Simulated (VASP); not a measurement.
# Zr (Fd-3m) in VASP: notebook

Zr is run at these levels: revPBE; tasks: single point.

Program: VASP 6.6.1. These are calculated values, not measurements. Logs are shortened: lines on timing, memory, paths and dates and some standing lists are left out, and cuts for length are marked.

## (1) The cell of the first run

It takes space group Fd-3m (No. 227, cubic). Conventional cell: a = 6.174 Å, b = 6.174 Å, c = 6.174 Å, α = 90.00°, β = 90.00°, γ = 90.00°. Within 3.5 Å of Zr (site symmetry -43m) lie 4 Zr at 2.67 Å.

## (2) Single point, revPBE (volume scaled by 0.92)

Contents of INCAR:

```
SYSTEM = Zr
PREC = Accurate ; ENCUT = 520
EDIFF = 1E-6 ; ISMEAR = -1
SIGMA = 0.1 ; LREAL = .False.
LASPH = .True. ; NELM = 100
ALGO = Normal ; ISIF = 2
LWAVE = .False. ; LCHARG = .True.
GGA = RE ; LELF = .True.
LVHAR = .True. ; NBANDS = 19
```

Contents of KPOINTS:

```
regular mesh
0
Gamma
  10 10 10
  0 0 0
```

Contents of POSCAR:

```
Zr
1.0
    0.0000000000      3.0869915485      3.0869915485
    3.0869915485      0.0000000000      3.0869915485
    3.0869915485      3.0869915485      0.0000000000
Zr
2
Direct
    0.1250000000      0.1250000000      0.1250000000
    0.8750000000      0.8750000000      0.8750000000
```

Potentials or basis: VASP PAW PBE potentials, release 64 (Zr_sv).

Started as:

```console
cat potpaw_PBE.64/Zr_sv/POTCAR > POTCAR
mpirun -np 1 vasp_std > vasp.out
```

OUTCAR:

```text
SYSTEM = Zr
   PREC = Accurate
   ENCUT = 520
   EDIFF = 1E-6
   ISMEAR = -1
   LREAL = .False.
   LASPH = .True.
   NELM = 100
   ISIF = 2
   GGA = RE

 ion  position               nearest neighbor table
   1  0.125  0.125  0.125-   2 2.67   2 2.67   2 2.67   2 2.67
   2  0.875  0.875  0.875-   1 2.67   1 2.67   1 2.67   1 2.67

  LATTYP: Found a face centered cubic cell.
 ALAT       =     6.1739830970

  Lattice vectors:

 A1 = (   0.0000000000,   3.0869915485,   3.0869915485)
 A2 = (   3.0869915485,   0.0000000000,   3.0869915485)
 A3 = (   3.0869915485,   3.0869915485,   0.0000000000)

Analysis of symmetry for initial positions (statically):
=====================================================================
 Subroutine PRICEL returns:
 Original cell was already a primitive cell.

 Routine SETGRP: Setting up the symmetry group for a
 face centered cubic supercell.

 Subroutine GETGRP returns: Found 48 space group operations
 (whereof 12 operations were pure point group operations)
 out of a pool of 48 trial point group operations.

The static configuration has the point symmetry D_3d.
 The point group associated with its full space group is O_h .

Analysis of symmetry for dynamics (positions and initial velocities):
=====================================================================
 Subroutine PRICEL returns:
 Original cell was already a primitive cell.

 Routine SETGRP: Setting up the symmetry group for a
 face centered cubic supercell.

 Subroutine GETGRP returns: Found 48 space group operations
 (whereof 12 operations were pure point group operations)
 out of a pool of 48 trial point group operations.

The dynamic configuration has the point symmetry D_3d.
 The point group associated with its full space group is O_h .

 Subroutine INISYM returns: Found 48 space group operations
 (whereof 12 operations are pure point group operations),
 and found     1 'primitive' translations

----------------------------------------------------------------------------------------

                                     Primitive cell

  volume of cell :      58.8351

  direct lattice vectors                    reciprocal lattice vectors
     0.000000000  3.086991548  3.086991548    -0.161969993  0.161969993  0.161969993
     3.086991548  0.000000000  3.086991548     0.161969993 -0.161969993  0.161969993
     3.086991548  3.086991548  0.000000000     0.161969993  0.161969993 -0.161969993

  length of vectors
     4.365665315  4.365665315  4.365665315     0.280540257  0.280540257  0.280540257

  position of ions in fractional coordinates (direct lattice)
     0.125000000  0.125000000  0.125000000
     0.875000000  0.875000000  0.875000000

  ion indices of the primitive-cell ions
   primitive index   ion index
                 1           1
                 2           2

----------------------------------------------------------------------------------------

 KPOINTS: regular mesh

Automatic generation of k-mesh.
 Grid dimensions read from file:
 generate k-points for:   10   10   10

 Generating k-lattice:

  Cartesian coordinates                     Fractional coordinates (reciprocal lattice)
    -0.016196999  0.016196999  0.016196999     0.100000000  0.000000000  0.000000000
     0.016196999 -0.016196999  0.016196999     0.000000000  0.100000000  0.000000000
     0.016196999  0.016196999 -0.016196999     0.000000000  0.000000000  0.100000000

  Length of vectors
     0.028054026  0.028054026  0.028054026

  Shift w.r.t. Gamma in fractional coordinates (k-lattice)
     0.000000000  0.000000000  0.000000000

 Subroutine IBZKPT returns following result:
 ===========================================

 Found     47 irreducible k-points:

 Following reciprocal coordinates:
            Coordinates               Weight
  0.000000  0.000000  0.000000      1.000000
  0.100000  0.000000  0.000000      8.000000
  0.200000  0.000000  0.000000      8.000000
  0.300000  0.000000  0.000000      8.000000
  0.400000  0.000000  0.000000      8.000000
  0.500000  0.000000  0.000000      4.000000
[... 16 lines left out ...]
  0.300000  0.300000  0.000000      6.000000
  0.400000  0.300000  0.000000     24.000000
 [... further k-points ...]
   k-points           NKPTS =     47   k-points in BZ     NKDIM =     47   number of bands    NBANDS=     19
   number of dos      NEDOS =    301   number of ions     NIONS =      2
   total plane-waves  NPLWV =  32768
   dimension x,y,z NGX =    32 NGY =   32 NGZ =   32
   dimension x,y,z NGXF=    64 NGYF=   64 NGZF=   64
   ions per type =               2
   NGX,Y,Z   is equivalent  to a cutoff of  12.19, 12.19, 12.19 a.u.
   NGXF,Y,Z  is equivalent  to a cutoff of  24.37, 24.37, 24.37 a.u.
 SYSTEM =  Zr
   PREC   = accura    normal or accurate (medium, high low for compatibility)
   ISTART =      0    job   : 0-new  1-cont  2-samecut
   ICHARG =      2    charge: 1-file 2-atom 10-const
   ISPIN  =      1    spin polarized calculation?
   LNONCOLLINEAR =      F non collinear calculations
   LSORBIT =      F    spin-orbit coupling
   LASPH  =      T    aspherical Exc in radial PAW
   ENCUT  =  520.0 eV  38.22 Ry    6.18 a.u.   8.12  8.12  8.12*2*pi/ulx,y,z
   NELM   =    100;   NELMIN=  2; NELMDL= -5     # of ELM steps
   EDIFF  = 0.1E-05   stopping-criterion for ELM
   LREAL  =      F    real-space projection
   EDIFFG = 0.1E-04   stopping-criterion for IOM
   NSW    =      0    number of steps for IOM
   IBRION =     -1    ionic relax: 0-MD 1-quasi-New 2-CG
   NFREE  =      0    steps in history (QN), initial steepest desc. (CG)
   ISIF   =      2    stress and relaxation
   ISYM   =      2    0-nonsym 1-usesym 2-fastsym
   POTIM  = 0.5000    time-step for ionic-motion
   TEBEG  =    0.0;   TEEND  =   0.0 temperature during run
   PSTRESS=    0.0 pullay stress
   NELECT =      24.0000    total number of electrons
   NUPDOWN=      -1.0000    fix difference up-down
   EMIN   =  10.00;   EMAX   =-10.00  energy-range for DOS
   EFERMI =   0.00;   METHOD = LEGACY
   ISMEAR =    -1;   SIGMA  =   0.10  broadening in eV -4-tet -1-fermi 0-gaus
   EFERMI_NEDOS =   21; number of points for ismear=-14 and -15
   IALGO  =     38    algorithm
   IMIX   =      4    mixing-type and parameters
     AMIX     =   0.40;   BMIX     =  1.00
     AMIX_MAG =   1.60;   BMIX_MAG =  1.00
  volume/ion in A,a.u.               =      29.42       198.52
  Fermi-wavevector in a.u.,A,eV,Ry     =   1.214134  2.294380 20.056625  1.474120
  Thomas-Fermi vector in A             =   2.349563
   LORBIT       =      0    0 simple, 1 ext, 2 COOP (PROOUT), +10 PAW based schemes
   GGA     = RE    functional components
   LHFCALC =     F    Hartree Fock is set to
   AEXX    =    0.0000 exact exchange contribution
   IVDW    =     0    specifies the selected vdW correction
   LEPSILON=     F    determine dielectric tensor
   LRPA    =     F    only Hartree local field effects (RPA)
 non-spin polarized calculation
  energy-cutoff  :      520.00
  volume of cell :       58.84
 maximum number of plane-waves:      1598
   NGX = 17   NGY = 17   NGZ = 17

 number of electron      24.0000000 magnetization

 Free energy of the ion-electron system (eV)
  ---------------------------------------------------
  ext. energy  EPLUGINS =         0.00000000
  ---------------------------------------------------
  free energy    TOTEN  =       -11.59214645 eV

  energy without entropy =      -11.43943759  energy(sigma->0) =      -11.51579202

 E-fermi :   6.0956     XC(G=0):  -9.6863

 val. band max:        6.0866694607   @ k =   0.1000   0.0000   0.0000
 cond. band min:       6.1028055906   @ k =   0.0000   0.0000   0.0000
 fundamental gap:      0.0161361300
 Fermi energy:         6.0955878815

 k-point     1 :       0.0000    0.0000    0.0000
  band No.  band energies     occupation
      1     -42.8214      2.00000
      2     -42.1531      2.00000
      3     -21.1963      2.00000
      4     -21.1963      2.00000
      5     -21.1963      2.00000
      6     -20.0917      2.00000
[... 11 lines left out ...]
     18      11.8120      0.00000
     19      11.8120      0.00000

 k-point     2 :       0.1000    0.0000    0.0000
  band No.  band energies     occupation
      1     -42.8097      2.00000
      2     -42.1658      2.00000
      3     -21.2105      2.00000
      4     -21.2105      2.00000
      5     -21.1963      2.00000
      6     -20.0916      2.00000
[... 11 lines left out ...]
     18      11.7755      0.00000
     19      11.7755      0.00000

 k-point     3 :       0.2000    0.0000    0.0000
  band No.  band energies     occupation
      1     -42.7765      2.00000
      2     -42.2015      2.00000
      3     -21.2459      2.00000
      4     -21.2459      2.00000
      5     -21.1972      2.00000
      6     -20.0905      2.00000
[... 11 lines left out ...]
     18      11.6550      0.00000
     19      11.6550      0.00000

 k-point     4 :       0.3000    0.0000    0.0000
  band No.  band energies     occupation
      1     -42.7289      2.00000
      2     -42.2524      2.00000
      3     -21.2867      2.00000
      4     -21.2867      2.00000
      5     -21.1999      2.00000
      6     -20.0871      2.00000
[... 11 lines left out ...]
     18      11.4218      0.00000
     19      11.4218      0.00000

 k-point     5 :       0.4000    0.0000    0.0000
  band No.  band energies     occupation
      1     -42.6812      2.00000
      2     -42.3026      2.00000
      3     -21.3176      2.00000
      4     -21.3176      2.00000
      5     -21.2034      2.00000
      6     -20.0826      2.00000
[... 11 lines left out ...]
     18      11.0795      0.00000
     19      11.0795      0.00000

 k-point     6 :       0.5000    0.0000    0.0000
  band No.  band energies     occupation
      1     -42.6592      2.00000
      2     -42.3255      2.00000
      3     -21.3290      2.00000
      4     -21.3290      2.00000
      5     -21.2050      2.00000
      6     -20.0805      2.00000
[... 11 lines left out ...]
     18      10.8527      0.00000
     19      10.8560      0.00000

 k-point     7 :       0.1000    0.1000    0.0000
  band No.  band energies     occupation
      1     -42.8057      2.00000
      2     -42.1702      2.00000
      3     -21.2276      2.00000
      4     -21.2276      2.00000
      5     -21.1694      2.00000
      6     -20.1206      2.00000
[... 11 lines left out ...]
     18      11.5554      0.00000
     19      11.9339      0.00000

 k-point     8 :       0.2000    0.1000    0.0000
  band No.  band energies     occupation
      1     -42.7793      2.00000
      2     -42.1985      2.00000
      3     -21.2645      2.00000
      4     -21.2639      2.00000
      5     -21.1480      2.00000
      6     -20.1427      2.00000
[... 256 lines left out ...]
 k-point    20 :      -0.4000    0.2000    0.0000
  band No.  band energies     occupation
      1     -42.6218      2.00000
      2     -42.3643      2.00000
      3     -21.4543      2.00000
      4     -21.3631      2.00000
      5     -20.9975      2.00000
      6     -20.2833      2.00000
[... 11 lines left out ...]
     18      10.2542      0.00000
     19      11.4026      0.00000

 k-point    21 :      -0.3000    0.2000    0.0000
  band No.  band energies     occupation
      1     -42.6593      2.00000
      2     -42.3255      2.00000
      3     -21.4362      2.00000
      4     -21.3293      2.00000
      5     -21.0385      2.00000
      6     -20.2423      2.00000
[... 11 lines left out ...]
     18       9.8093      0.00000
     19      11.8608      0.00000

 k-point    22 :      -0.2000    0.2000    0.0000
  band No.  band energies     occupation
      1     -42.7097      2.00000
      2     -42.2726      2.00000
      3     -21.3861      2.00000
      4     -21.2881      2.00000
      5     -21.0975      2.00000
      6     -20.1861      2.00000
[... 11 lines left out ...]
     18      10.4373      0.00000
     19      12.0013      0.00000

 k-point    23 :       0.3000    0.3000    0.0000
  band No.  band energies     occupation
      1     -42.6880      2.00000
      2     -42.2955      2.00000
      3     -21.3830      2.00000
      4     -21.3830      2.00000
      5     -20.9715      2.00000
      6     -20.3299      2.00000
[... 11 lines left out ...]
     18       9.9089      0.00000
     19      11.9518      0.00000

 k-point    24 :       0.4000    0.3000    0.0000
  band No.  band energies     occupation
      1     -42.6408      2.00000
      2     -42.3447      2.00000
      3     -21.4235      2.00000
      4     -21.4119      2.00000
      5     -20.9051      2.00000
      6     -20.3952      2.00000
[... 11 lines left out ...]
     18       9.7175      0.00000
     19      11.8036      0.00000

 [... further k-points ...]
[... 5 lines left out ...]
  --------------------------------------------------------------------------------------
  -------------------------------------------------------------------------------------
  Total        1.1633521      1.1633521      1.1633521      0.0000000     -0.0000000     -0.0000000
  in kB       31.6800204     31.6800204     31.6800204      0.0000000     -0.0000000     -0.0000000
  external PRESSURE =      31.6800204 kB  Pullay stress =       0.0000000 kB

 VOLUME and BASIS-vectors are now :
 -----------------------------------------------------------------------------
  energy-cutoff  :      520.00
  volume of cell :       58.84
      direct lattice vectors                 reciprocal lattice vectors
     0.000000000  3.086991548  3.086991548    -0.161969993  0.161969993  0.161969993
     3.086991548  0.000000000  3.086991548     0.161969993 -0.161969993  0.161969993
     3.086991548  3.086991548  0.000000000     0.161969993  0.161969993 -0.161969993

 POSITION                                       TOTAL-FORCE (eV/Angst)
 -----------------------------------------------------------------------------------
      0.77175      0.77175      0.77175        -0.000000      0.000000      0.000000
      5.40224      5.40224      5.40224         0.000000     -0.000000     -0.000000
 -----------------------------------------------------------------------------------
    total drift:                                0.000000     -0.000000     -0.000000

  FREE ENERGIE OF THE ION-ELECTRON SYSTEM (eV)
  ---------------------------------------------------
  free  energy   TOTEN  =       -11.5921464502 eV

  energy  without entropy=      -11.4394375888  energy(sigma->0) =      -11.51579202
```

Wall time 15 s (1 thread of Intel Xeon 6975P-C (Granite Rapids), shared host); peak memory 0.19 GiB.

Results:

```yaml
Free_energy: -11.5921 eV
Pressure: 3.2 GPa
Band_gap_on_the_k_mesh: zero (band 12 reaches 6.17 eV, above the bottom of band 13 at 5.92 eV)
```

Levels at points of the mesh, in eV from the Fermi level:
```csv
k point,band 8,band 9,band 10,band 11,band 12,band 13,band 14,band 15,band 16,band 17
"(0.00, 0.00, 0.00)",-26.19,-4.13,-0.93,-0.93,0.01,0.01,0.01,2.22,2.22,2.22
"(0.50, 0.00, 0.00)",-26.04,-1.61,-1.22,-0.81,-0.81,-0.17,-0.17,0.85,3.34,3.34
"(0.50, 0.50, 0.00)",-25.89,-1.93,-1.93,-0.10,-0.10,0.50,0.50,1.74,1.74,4.63
```

Caveat: the PAW data sets were made with another functional, which shifts forces and pressure a little.

## (3) Single point, revPBE (volume scaled by 0.96)

Contents of INCAR:

```
  ALGO = Normal
  EDIFF = 1E-6
  ENCUT = 520
  GGA = RE
  ISIF = 2
  ISMEAR = -1
  LASPH = True
  LCHARG = False
  LREAL = False
  LWAVE = False
  NBANDS = 19
  NELM = 80
  PREC = Accurate
  SIGMA = 0.1
```

Contents of KPOINTS:

```
k-points
0
Gamma
  10 10 10
```

Contents of POSCAR:

```
Zr
1.0
    0.0000000000      3.1310973867      3.1310973867
    3.1310973867      0.0000000000      3.1310973867
    3.1310973867      3.1310973867      0.0000000000
Zr
2
Direct
    0.1250000000      0.1250000000      0.1250000000
    0.8750000000      0.8750000000      0.8750000000
```

Potentials or basis: VASP PAW PBE potentials, release 64 (Zr_sv).

Started as:

```console
cat potpaw_PBE.64/Zr_sv/POTCAR > POTCAR
mpirun -np 1 vasp_std > vasp.out
```

Wall time 21 s (1 thread of Intel Xeon 6975P-C (Granite Rapids), shared host); peak memory 0.22 GiB.

It converged, with:

```yaml
Free_energy: -11.6301 eV
Pressure: 1.5 GPa
Band_gap_on_the_k_mesh: zero (band 12 reaches 5.79 eV, above the bottom of band 13 at 5.58 eV)
```

Levels at points of the mesh, in eV from the Fermi level:
| k point | band 10 | band 11 | band 12 | band 13 | band 14 | band 15 |
| --- | --- | --- | --- | --- | --- | --- |
| (0.00, 0.00, 0.00) | -0.83 | -0.83 | 0.00 | 0.00 | 0.00 | 2.13 |
| (0.50, 0.00, 0.00) | -1.12 | -0.72 | -0.72 | -0.14 | -0.14 | 0.73 |
| (0.50, 0.50, 0.00) | -1.79 | -0.07 | -0.07 | 0.35 | 0.35 | 1.72 |

Caveat: the PAW data sets were made with another functional, which shifts forces and pressure a little.
